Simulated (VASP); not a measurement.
Write the native input for VASP 6.6.1 that does the following.

```
Task                   : single point
Functional             : revPBE
Potentials or basis    : VASP PAW PBE potentials, release 64 (W_sv)
Cutoff                 : 520 eV
k mesh                 : 11 × 11 × 11
Occupations            : tetrahedron
Spin                   : non-collinear spin, zero start, spin-orbit coupling
Starting moments       : [[0.0, 0.0, 0.0]] μB
Hubbard terms          : W d U = 8.0 eV
Dipole correction      : no
Further INCAR settings : ALGO = Normal; EDIFF = 1e-06; NBANDS = 25
```

The structure of W lies in POSCAR:

```
W
1.0
    0.0000000000      1.8844850664      1.8844850664
    1.8844850664      0.0000000000      1.8844850664
    1.8844850664      1.8844850664      0.0000000000
W
1
Direct
    0.0000000000      0.0000000000      0.0000000000
```

This isn't the form of W at room conditions, which is bcc.

The input as run:

INCAR

```
SYSTEM = W
PREC     = Accurate       ! precision mode
ENCUT    = 520            ! plane-wave cutoff, eV
EDIFF    = 1E-6           ! SCF threshold, eV
ISMEAR   = -5             ! smearing method
SIGMA    = 0.05           ! smearing width, eV
LREAL    = .FALSE.        ! projectors in reciprocal space
LASPH    = .TRUE.         ! aspherical terms in the spheres
NELM     = 150            ! most SCF steps
ALGO     = Normal         ! electronic algorithm
ISIF     = 2              ! what is computed and relaxed
LWAVE    = .FALSE.        ! write WAVECAR
LCHARG   = .TRUE.         ! write CHGCAR
MAGMOM   = 0 0 0          ! initial moments
LORBIT   = 11             ! projections on sites
LSORBIT  = .TRUE.         ! spin-orbit coupling
GGA_COMPAT= .FALSE.      
LORBMOM  = .TRUE.       
LMAXMIX  = 4              ! l up to which the mixer works
LDAU     = .TRUE.         ! DFT+U
LDAUTYPE = 2            
LDAUL    = 2              ! shell
LDAUU    = 8              ! U, eV
LDAUJ    = 0            
LDAUPRINT= 1            
GGA      = RE             ! functional
LVHAR    = .TRUE.       
NBANDS   = 25             ! bands
```

KPOINTS

```
regular mesh
0
G
  11 11 11
  0 0 0
```

Potentials or basis: VASP PAW PBE potentials, release 64 (W_sv).

Launch:

```console
$ cat potpaw_PBE.64/W_sv/POTCAR > POTCAR
$ mpirun -np 1 vasp_ncl > vasp.out
```

It gave:

The pressure is 139.4 GPa. The net moment is 0.00 μB per cell and the valence electrons inside the program's atomic spheres are W 12.53.

Caveat: the cell stands under pressure; the PAW data sets were made with another functional, which shifts forces and pressure a little; the U is typed as a test and isn't derived for this compound.

Wall time 64 s on 1 thread of Intel Xeon 8259CL, on a shared host, peak memory 0.18 GiB.
